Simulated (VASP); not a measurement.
Wanted: the native input for a VASP 6.6.1 run.

```
Task                   : single point
Functional             : LDA
Potentials or basis    : VASP PAW LDA potentials, release 64 (Ga_d, P)
Cutoff                 : 500 eV
k mesh                 : 14 × 14 × 14
Occupations            : fermi-dirac, width 0.1 eV
Spin                   : no spin polarisation
Dipole correction      : no
Further INCAR settings : ALGO = Normal; EDIFF = 1e-06; NBANDS = 16
```

The structure of GaP (rocksalt type) lies in POSCAR:

```
GaP
1.0
    0.0000000000      2.0690931352      2.0690931352
    2.0690931352      0.0000000000      2.0690931352
    2.0690931352      2.0690931352      0.0000000000
Ga P
1 1
Direct
    0.0000000000      0.0000000000      0.0000000000
    0.5000000000      0.5000000000      0.5000000000
```

The input as run:

INCAR

```
SYSTEM = GaP
PREC = Accurate
ENCUT = 500
EDIFF = 1E-6
ISMEAR = -1
SIGMA = 0.1
LREAL = .FALSE.
LASPH = .TRUE.
NELM = 120
ALGO = Normal
ISIF = 2
LWAVE = .FALSE.
LCHARG = .TRUE.
LELF = .TRUE.
LVHAR = .TRUE.
NBANDS = 16
GGA_COMPAT = .FALSE.
```

KPOINTS

```
Automatic mesh
0
G
  14 14 14
  0 0 0
```

Potentials or basis: VASP PAW LDA potentials, release 64 (Ga_d, P).

Launch:

```sh
$ cat potpaw_LDA.64/Ga_d/POTCAR potpaw_LDA.64/P/POTCAR > POTCAR
$ mpirun -np 1 vasp_std > vasp.out
```

It gave:

```
Pressure               : 230.5 GPa
Band gap on the k mesh : zero (bands 9 and 10 overlap by 3.19 eV)
```

Caveat: the cell stands under pressure.

It took 33 s on 1 thread of Intel(R) Xeon(R) Platinum 8259CL CPU @ 2.50GHz (Skylake/Cascade Lake), on a shared host, peak memory 0.15 GiB.
